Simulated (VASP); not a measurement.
Runs of VASP 6.6.1 on Cu. The structure is that of space group Pm-3m (No. 221), or close to it. The cells are those of the table. 

```csv
task,cell,cutoff (eV),gap on the mesh (eV),pressure (GPa)
single point,"a = 1.971 Å, 1 atom",520,none,268.0
single point,"a = 2.084 Å, 1 atom",520,none,129.1
single point,"a = 2.279 Å, 1 atom",520,none,(a)
relaxation of cell and atoms,"relaxed from a = 2.346 Å, 1 atom",600,none,-0.1
single point,"a = 2.186 Å, 1 atom",520,none,61.1
```

Alike in all rows: level PBE; potentials or basis VASP PAW PBE potentials, release 64 (Cu); no spin polarisation; k mesh 16 × 16 × 16; smearing fermi-dirac 0.05 eV.

Fill in the values left out.

(a) 25.6.

A gap of «none» marks levels without a gap at the run's occupations.
